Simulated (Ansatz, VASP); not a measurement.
This is a calculation of NbP for Ansatz 0.2.0.

The input input.yaml:

```yaml
crystal:
  lattice:
    - [-1.6749232544, 1.6749232544, 5.7401081759]
    - [1.6749232544, -1.6749232544, 5.7401081759]
    - [1.6749232544, 1.6749232544, -5.7401081759]
  atoms:
    - { symbol: Nb, position: [0.2498808, 0.7498808, 0.5] }
    - { symbol: Nb, position: [0.4998808, 0.4998808, 0.0] }
    - { symbol: P, position: [0.83274777, 0.33274777, 0.5] }
    - { symbol: P, position: [0.08274777, 0.08274777, 0.0] }
hamiltonian:
  xc: revpbe
  pseudopotentials: { kind: paw }
kpoints:
  mp_grid: { grid: [11, 11, 11] }
scf:
  occupations: { method: fermi_dirac, width: 0.05 }
output:
  forces: true
  stress: true
relax:
  f_tol: 0.01
  max_steps: 40
  cell: { stress_tol: 0.05 }
```

Potentials or basis: Ansatz PAW.

Run with:

```console
$ ansatz run input.yaml --threads 2 --pin off --max-ram 5632MiB --backend cpu --events-out ev --progress --plain --runs-dir out
```

Problem. Translate it to VASP 6.6.1. Potentials there: VASP PAW PBE potentials, release 64 (Nb_sv, P).

Solution. As run (the cutoff follows the program's own potentials):

INCAR

```
SYSTEM = NbP
ALGO     = Normal         ! electronic algorithm
EDIFF    = 1E-6           ! SCF threshold, eV
EDIFFG   = -0.01          ! ionic threshold
ENCUT    = 600            ! plane-wave cutoff, eV
GGA      = RE             ! functional
IBRION   = 2              ! ionic algorithm
ISIF     = 3              ! what is computed and relaxed
ISMEAR   = -1             ! smearing method
LASPH    = .True.         ! aspherical terms in the spheres
LCHARG   = .False.        ! write CHGCAR
LREAL    = .False.        ! projectors in reciprocal space
LWAVE    = .False.        ! write WAVECAR
NELM     = 100            ! most SCF steps
NSW      = 60             ! ionic steps
PREC     = Accurate       ! precision mode
SIGMA    = 0.05           ! smearing width, eV
```

The input KPOINTS:

```
k-points
0
Gamma
  11 11 11
  0 0 0
```

Contents of POSCAR:

```
NbP
1.0
   -1.6749232544      1.6749232544      5.7401081759
    1.6749232544     -1.6749232544      5.7401081759
    1.6749232544      1.6749232544     -5.7401081759
Nb P
2 2
Direct
    0.2498808000      0.7498808000      0.5000000000
    0.4998808000      0.4998808000      0.0000000000
    0.8327477700      0.3327477700      0.5000000000
    0.0827477700      0.0827477700      0.0000000000
```

Potentials or basis: VASP PAW PBE potentials, release 64 (Nb_sv, P).

Run with:

```bash
$ cat potpaw_PBE.64/Nb_sv/POTCAR potpaw_PBE.64/P/POTCAR > POTCAR
$ mpirun -np 1 vasp_std > vasp.out
```

Both were run:

|  | VASP | Ansatz | Ansatz less VASP |
| --- | --- | --- | --- |
| relaxed volume (Å³/atom) | 16.13 | 16.17 | +0.041 |
| relaxed cell length with the largest relative difference (Å) | 6.205 | 6.210 | +0.0047 |

VASP's potentials were made for PBE, not for revPBE.

Noted on Ansatz's run: the plane-wave basis is chosen anew once the cell has moved, so the energies of steps on either side of that aren't comparable.
